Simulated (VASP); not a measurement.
# Hg (P6_3/mmc) in VASP: further runs

Runs on Hg. Level: PBE+D3(BJ). Tasks: relaxation of cell and atoms.

Everything below comes from runs of VASP 6.6.1. Logs are shortened: lines on timing, memory, paths and dates and some standing lists are left out, and cuts for length are marked.

**1. The cell of the first run**

The structure is hexagonal, space group P6_3/mmc (No. 194). Conventional cell: a = 3.339 Å, b = 3.339 Å, c = 10.520 Å, α = 90.00°, β = 90.00°, γ = 120.00°. Hg (site symmetry -3m) has 12 Hg at 3.26 to 3.34 Å within 4.3 Å. Hg (site symmetry -6m2) has 12 Hg at 3.26 to 3.34 Å within 4.3 Å.

**2. Relaxation of cell and atoms, PBE+D3(BJ), target pressure -1 GPa, at which the enthalpy is minimised**

Contents of INCAR:

```
SYSTEM = Hg
PREC = Accurate
ENCUT = 600
EDIFF = 1E-6
ISMEAR = 0
SIGMA = 0.1
LREAL = .FALSE.
LASPH = .TRUE.
NELM = 60
ALGO = Fast
ISIF = 3
LWAVE = .FALSE.
LCHARG = .FALSE.
GGA = PE
IVDW = 12
IBRION = 2
NSW = 70
EDIFFG = -0.008
PSTRESS = -10.0
```

Contents of KPOINTS:

```
Automatic mesh
0
G
  12 12 4
  0 0 0
```

Contents of POSCAR:

```
Hg
1.0
    3.3390149330      0.0000000000      0.0000000000
   -1.6695074665      2.8916717556      0.0000000000
    0.0000000000      0.0000000000     10.5197957410
Hg
4
Direct
    0.0000000000      0.0000000000      0.0000000000
    0.3333333333      0.6666666667      0.2500000000
    0.0000000000      0.0000000000      0.5000000000
    0.6666666667      0.3333333333      0.7500000000
```

Potentials or basis: VASP PAW PBE potentials, release 64 (Hg).

Launch:

```sh
$ cat potpaw_PBE.64/Hg/POTCAR > POTCAR
$ mpirun -np 1 vasp_std > vasp.out
```

OUTCAR:

```text
SYSTEM = Hg
   PREC = Accurate
   ENCUT = 600
   EDIFF = 1E-6
   ISMEAR = 0
   LREAL = .FALSE.
   LASPH = .TRUE.
   NELM = 60
   ISIF = 3
   GGA = PE
   IVDW = 12
   IBRION = 2
   NSW = 70
   EDIFFG = -0.008
   PSTRESS = -10.0
 IVDW          = 12

 ion  position               nearest neighbor table
   1  0.000  0.000  0.000-   2 3.26   4 3.26   4 3.26   2 3.26   4 3.26   2 3.26
   2  0.333  0.667  0.250-   1 3.26   3 3.26   1 3.26   3 3.26   1 3.26   3 3.26
   3  0.000  0.000  0.500-   2 3.26   4 3.26   4 3.26   2 3.26   4 3.26   2 3.26
   4  0.667  0.333  0.750-   1 3.26   3 3.26   1 3.26   3 3.26   1 3.26   3 3.26

  LATTYP: Found a hexagonal cell.
 ALAT       =     3.3390149330
 C/A-ratio  =     3.1505686414

  Lattice vectors:

 A1 = (   3.3390149330,   0.0000000000,   0.0000000000)
 A2 = (  -1.6695074665,   2.8916717556,   0.0000000000)
 A3 = (   0.0000000000,   0.0000000000,  10.5197957410)

Analysis of symmetry for initial positions (statically):
=====================================================================
 Subroutine PRICEL returns:
 Original cell was already a primitive cell.

 Routine SETGRP: Setting up the symmetry group for a
 hexagonal supercell.

 Subroutine GETGRP returns: Found 24 space group operations
 (whereof 12 operations were pure point group operations)
 out of a pool of 24 trial point group operations.

The static configuration has the point symmetry D_3d.
 The point group associated with its full space group is D_6h.

Analysis of symmetry for dynamics (positions and initial velocities):
=====================================================================
 Subroutine PRICEL returns:
 Original cell was already a primitive cell.

 Routine SETGRP: Setting up the symmetry group for a
 hexagonal supercell.

 Subroutine GETGRP returns: Found 24 space group operations
 (whereof 12 operations were pure point group operations)
 out of a pool of 24 trial point group operations.

The dynamic configuration has the point symmetry D_3d.
 The point group associated with its full space group is D_6h.

 Subroutine INISYM returns: Found 24 space group operations
 (whereof 12 operations are pure point group operations),
 and found     1 'primitive' translations

----------------------------------------------------------------------------------------

                                     Primitive cell

  volume of cell :     101.5722

  direct lattice vectors                    reciprocal lattice vectors
     3.339014933  0.000000000  0.000000000     0.299489526  0.172910359  0.000000000
    -1.669507467  2.891671756  0.000000000     0.000000000  0.345820717  0.000000000
     0.000000000  0.000000000 10.519795741     0.000000000  0.000000000  0.095058880

  length of vectors
     3.339014933  3.339014933 10.519795741     0.345820717  0.345820717  0.095058880

  position of ions in fractional coordinates (direct lattice)
     0.000000000  0.000000000  0.000000000
     0.333333333  0.666666667  0.250000000
     0.000000000  0.000000000  0.500000000
     0.666666667  0.333333333  0.750000000

  ion indices of the primitive-cell ions
   primitive index   ion index
                 1           1
                 2           2
                 3           3
                 4           4

----------------------------------------------------------------------------------------

 KPOINTS: Automatic mesh

Automatic generation of k-mesh.
 Grid dimensions read from file:
 generate k-points for:   12   12    4

 Generating k-lattice:

  Cartesian coordinates                     Fractional coordinates (reciprocal lattice)
     0.024957461  0.014409197  0.000000000     0.083333333  0.000000000  0.000000000
     0.000000000  0.028818393  0.000000000     0.000000000  0.083333333  0.000000000
     0.000000000  0.000000000  0.023764720     0.000000000  0.000000000  0.250000000

  Length of vectors
     0.028818393  0.028818393  0.023764720

  Shift w.r.t. Gamma in fractional coordinates (k-lattice)
     0.000000000  0.000000000  0.000000000

 Subroutine IBZKPT returns following result:
 ===========================================

 Found     57 irreducible k-points:

 Following reciprocal coordinates:
            Coordinates               Weight
  0.000000  0.000000  0.000000      1.000000
  0.083333  0.000000  0.000000      6.000000
  0.166667  0.000000  0.000000      6.000000
  0.250000  0.000000  0.000000      6.000000
  0.333333  0.000000  0.000000      6.000000
  0.416667  0.000000  0.000000      6.000000
[... 16 lines left out ...]
  0.250000  0.000000  0.250000     12.000000
  0.333333  0.000000  0.250000     12.000000
 [... further k-points ...]
   k-points           NKPTS =     57   k-points in BZ     NKDIM =     57   number of bands    NBANDS=     28
   number of dos      NEDOS =    301   number of ions     NIONS =      4
   total plane-waves  NPLWV =  65856
   dimension x,y,z NGX =    28 NGY =   28 NGZ =   84
   dimension x,y,z NGXF=    56 NGYF=   56 NGZF=  168
   ions per type =               4
   NGX,Y,Z   is equivalent  to a cutoff of  13.94, 13.94, 13.27 a.u.
   NGXF,Y,Z  is equivalent  to a cutoff of  27.88, 27.88, 26.55 a.u.
 SYSTEM =  Hg
   PREC   = accura    normal or accurate (medium, high low for compatibility)
   ISTART =      0    job   : 0-new  1-cont  2-samecut
   ICHARG =      2    charge: 1-file 2-atom 10-const
   ISPIN  =      1    spin polarized calculation?
   LNONCOLLINEAR =      F non collinear calculations
   LSORBIT =      F    spin-orbit coupling
   LASPH  =      T    aspherical Exc in radial PAW
   ENCUT  =  600.0 eV  44.10 Ry    6.64 a.u.   6.67  6.67 21.01*2*pi/ulx,y,z
   NELM   =     60;   NELMIN=  2; NELMDL= -5     # of ELM steps
   EDIFF  = 0.1E-05   stopping-criterion for ELM
   LREAL  =      F    real-space projection
   EDIFFG = -.8E-02   stopping-criterion for IOM
   NSW    =     70    number of steps for IOM
   IBRION =      2    ionic relax: 0-MD 1-quasi-New 2-CG
   NFREE  =      1    steps in history (QN), initial steepest desc. (CG)
   ISIF   =      3    stress and relaxation
   ISYM   =      2    0-nonsym 1-usesym 2-fastsym
   POTIM  = 0.5000    time-step for ionic-motion
   TEBEG  =    0.0;   TEEND  =   0.0 temperature during run
   PSTRESS=  -10.0 pullay stress
   NELECT =      48.0000    total number of electrons
   NUPDOWN=      -1.0000    fix difference up-down
   EMIN   =  10.00;   EMAX   =-10.00  energy-range for DOS
   EFERMI =   0.00;   METHOD = LEGACY
   ISMEAR =     0;   SIGMA  =   0.10  broadening in eV -4-tet -1-fermi 0-gaus
   EFERMI_NEDOS =   21; number of points for ismear=-14 and -15
   IALGO  =     68    algorithm
   IMIX   =      4    mixing-type and parameters
     AMIX     =   0.40;   BMIX     =  1.00
     AMIX_MAG =   1.60;   BMIX_MAG =  1.00
  volume/ion in A,a.u.               =      25.39       171.36
  Fermi-wavevector in a.u.,A,eV,Ry     =   1.275157  2.409697 22.123421  1.626026
  Thomas-Fermi vector in A             =   2.407885
   LORBIT       =      0    0 simple, 1 ext, 2 COOP (PROOUT), +10 PAW based schemes
   GGA     = PE    functional components
   LHFCALC =     F    Hartree Fock is set to
   AEXX    =    0.0000 exact exchange contribution
   IVDW    =    12    specifies the selected vdW correction
   LEPSILON=     F    determine dielectric tensor
   LRPA    =     F    only Hartree local field effects (RPA)
 conjugate gradient relaxation of ions
 non-spin polarized calculation
 RMM-DIIS sequential band-by-band and
 Gauss-broadening in eV      SIGMA  =   0.10
  energy-cutoff  :      600.00
  volume of cell :      101.57
 maximum number of plane-waves:      3438
 NGX is ok and might be reduce to    28
   NGX = 13   NGY = 13   NGZ = 43

--------------------------------------- Ionic step        1  -------------------------------------------

 number of electron      48.0000002 magnetization

 Free energy of the ion-electron system (eV)
  ---------------------------------------------------
  ext. energy  EPLUGINS =         0.00000000
  ---------------------------------------------------
  free energy    TOTEN  =        -0.56317201 eV

  energy without entropy =       -0.55823456  energy(sigma->0) =       -0.56070329

------------------------ aborting loop because EDIFF is reached ----------------------------------------

 Edisp (eV)   -1.64889

 E8    (eV) :    -0.7474
[... 35 lines left out ...]
--------------------------------------- Ionic step        2  -------------------------------------------

 number of electron      48.0000008 magnetization

 E-fermi :   1.7244     XC(G=0): -10.3162

 val. band max:        1.7233015907   @ k =   0.4167   0.0833   0.2500
 cond. band min:       1.7570270245   @ k =   0.3333   0.0833   0.0000
 fundamental gap:      0.0337254337
 Fermi energy:         1.7243944757

 k-point     1 :       0.0000    0.0000    0.0000
  band No.  band energies     occupation
      1      -6.2717      2.00000
      2      -5.4473      2.00000
      3      -5.3038      2.00000
      4      -5.2909      2.00000
      5      -4.7360      2.00000
      6      -4.7360      2.00000
[... 733 lines left out ...]
     27       5.0966      0.00000
     28       6.4639      0.00000

 [... further k-points ...]

------------------------ aborting loop because EDIFF is reached ----------------------------------------

 Edisp (eV)   -1.60749

 E8    (eV) :    -0.7291
[... 75 lines left out ...]
  energy  without entropy=       -2.1864155920  energy(sigma->0) =       -2.18803460

  enthalpy is  TOTEN    =        -2.8827212766 eV   P V=       -0.6930676606

[... ionic steps 4 to 7 ...]

--------------------------------------- Ionic step        8  -------------------------------------------

 number of electron      47.9999992 magnetization

------------------------ aborting loop because EDIFF is reached ----------------------------------------
[... 83 lines left out ...]
--------------------------------------- Ionic step       10  -------------------------------------------

 number of electron      47.9999993 magnetization

 Free energy of the ion-electron system (eV)
  ---------------------------------------------------
  ext. energy  EPLUGINS =         0.00000000
  ---------------------------------------------------
  free energy    TOTEN  =        -0.68995898 eV

  energy without entropy =       -0.68704300  energy(sigma->0) =       -0.68850099

 E-fermi :   1.1113     XC(G=0):  -9.9065

 val. band max:        1.0573885838   @ k =   0.2500   0.1667   0.0000
 cond. band min:       1.1357665064   @ k =   0.2500   0.2500   0.0000
 fundamental gap:      0.0783779226
 Fermi energy:         1.1112997732

 k-point     1 :       0.0000    0.0000    0.0000
  band No.  band energies     occupation
      1      -6.2369      2.00000
      2      -5.6253      2.00000
      3      -5.4615      2.00000
      4      -5.4545      2.00000
      5      -5.0303      2.00000
      6      -5.0303      2.00000
[... 733 lines left out ...]
     27       4.4595      0.00000
     28       5.7466      0.00000

 [... further k-points ...]

------------------------ aborting loop because EDIFF is reached ----------------------------------------

 Edisp (eV)   -1.49223

 E8    (eV) :    -0.6783
[... 31 lines left out ...]
  energy  without entropy=       -2.1792688492  energy(sigma->0) =       -2.18072684

  enthalpy is  TOTEN    =        -2.8836451468 eV   P V=       -0.7014603116

 reached required accuracy - stopping structural energy minimisation
```

Wall time 14 min (1 thread of Intel Xeon Platinum 8488C (Sapphire Rapids), shared host); peak memory 0.35 GiB.

What came out:

| Property | Result |
| --- | --- |
| Free energy | -2.1822 eV |
| Relaxed volume | 28.10 Å³/atom |
| Relaxed cell | a = 3.443 Å, b = 3.443 Å, c = 10.945 Å, α = 90.00°, β = 90.00°, γ = 120.00° |
| Space group after relaxing (to 0.1 Å) | P6_3/mmc (No. 194) |
| Energy change on relaxing (the run minimises the enthalpy) | +7.5 meV/atom |
| Ionic steps | 10 |
| Pressure after relaxing | -1.0 GPa |
| Band gap on the k mesh | zero (bands 24 and 25 overlap by 0.42 eV) |
| Dispersion energy per atom | -0.373 eV |

The path:
```tsv
step	energy change (eV)	largest force (eV/Å)	pressure (GPa)	volume (Å³)
1	0.0000	0.0000	0.12	101.57
2	0.0011	0.0000	-0.22	104.21
3	0.0224	0.0000	-0.82	111.04
4	0.0358	0.0000	-1.08	113.28
5	0.0312	0.0000	-1.00	112.57
6	0.0298	0.0000	-0.99	112.34
7	0.0299	0.0000	-0.99	112.35
8	0.0298	0.0000	-0.98	112.37
9	0.0302	0.0000	-1.00	112.42
10	0.0299	0.0000	-1.00	112.39
```

Final structure:
```yaml
crystal:
  lattice:
    - [3.44342, 0.00000, 0.00000]
    - [-1.72171, 2.98209, 0.00000]
    - [0.00000, 0.00000, 10.94468]
  atoms:
    - { symbol: Hg, position: [0.00000, 0.00000, 0.00000] }
    - { symbol: Hg, position: [0.33333, 0.66667, 0.25000] }
    - { symbol: Hg, position: [0.00000, 0.00000, 0.50000] }
    - { symbol: Hg, position: [0.66667, 0.33333, 0.75000] }
```

Caveat: the cell is relaxed towards a set pressure, so the run minimises the enthalpy, not the energy; spin-orbit coupling is left out, which moves the levels of the heavy elements.

**3. Relaxation of cell and atoms, PBE+D3(BJ), target pressure 90 GPa, at which the enthalpy is minimised**

This run uses another cell than the first one, of 15.15 Å³/atom.

INCAR: that of step 2 with these lines changed.

```diff
@@ -8,3 +8,3 @@
 LASPH = .TRUE.
-NELM = 60
+NELM = 80
 ALGO = Fast
@@ -18,2 +18,2 @@
 EDIFFG = -0.008
-PSTRESS = -10.0
+PSTRESS = 900.0
```

Contents of KPOINTS:

```
Automatic mesh
0
G
  18 18 6
  0 0 0
```

Contents of POSCAR:

```
Hg
1.0
    2.7536309757      0.0000000000      0.0000000000
   -1.3768154878      2.3847143776      0.0000000000
    0.0000000000      0.0000000000      9.2279060247
Hg
4
Direct
    0.0000000000      0.0000000000      0.0000000000
    0.3333333333      0.6666666667      0.2500000000
    0.0000000000      0.0000000000      0.5000000000
    0.6666666667      0.3333333333      0.7500000000
```

Potentials or basis: VASP PAW PBE potentials, release 64 (Hg).

Launch:

```sh
$ cat potpaw_PBE.64/Hg/POTCAR > POTCAR
$ mpirun -np 1 vasp_std > vasp.out
```

Run time: 17 min. Hardware: 1 thread of Intel Xeon Platinum 8488C (Sapphire Rapids), shared host; peak memory 0.39 GiB.

It converged, with:

```
Free energy                                                : 3.7390 eV
Relaxed volume                                             : 14.88 Å³/atom
Relaxed cell                                               : a = 2.745 Å, b = 2.745 Å, c = 9.124 Å, α = 90.00°, β = 90.00°, γ = 120.00°
Space group after relaxing (to 0.1 Å)                      : P6_3/mmc (No. 194)
Energy change on relaxing (the run minimises the enthalpy) : +142.0 meV/atom
Ionic steps                                                : 10
Pressure after relaxing                                    : 90.0 GPa
Band gap on the k mesh                                     : zero (bands 24 and 25 overlap by 2.01 eV)
Dispersion energy per atom                                 : -0.713 eV
```

Step by step:
| step | energy change (eV) | largest force (eV/Å) | pressure (GPa) | volume (Å³) |
| --- | --- | --- | --- | --- |
| 1 | 0.0000 | 0.0000 | 81.98 | 60.60 |
| 2 | 4.4153 | 0.0000 | 144.97 | 54.19 |
| 3 | 0.5407 | 0.0000 | 89.65 | 59.59 |
| 4 | 0.5626 | 0.0000 | 89.89 | 59.55 |
| 5 | 0.5743 | 0.0000 | 90.09 | 59.53 |
| 6 | 0.5749 | 0.0000 | 90.13 | 59.52 |
| 7 | 0.5767 | 0.0000 | 90.15 | 59.52 |
| 8 | 0.5777 | 0.0000 | 90.15 | 59.52 |
| 9 | 0.4879 | 0.0000 | 88.88 | 59.68 |
| 10 | 0.5678 | 0.0000 | 90.01 | 59.54 |

Final structure:
```
CELL_PARAMETERS angstrom
2.74499 0.00000 0.00000
-1.37249 2.37723 0.00000
0.00000 0.00000 9.12375
ATOMIC_POSITIONS crystal
Hg 0.00000 0.00000 0.00000
Hg 0.33333 0.66667 0.25000
Hg 0.00000 0.00000 0.50000
Hg 0.66667 0.33333 0.75000
```

Levels at points of the mesh, in eV from the Fermi level:
```tsv
k point	band 22	band 23	band 24	band 25	band 26	band 27
(0.00, 0.00, 0.00)	-7.44	-7.44	-5.18	-1.25	7.88	7.95
(0.50, 0.00, 0.00)	-3.72	-3.20	-2.78	-0.20	0.03	2.85
(0.00, 0.00, 0.50)	-7.69	-7.69	-7.69	2.41	2.41	12.30
(0.50, 0.00, 0.50)	-4.05	-2.92	-2.92	0.46	0.46	2.05
```

Caveat: the cell is relaxed towards a set pressure, so the run minimises the enthalpy, not the energy; spin-orbit coupling is left out, which moves the levels of the heavy elements.

The gap in the log of VASP goes by the Fermi energy; the results here count the filled bands.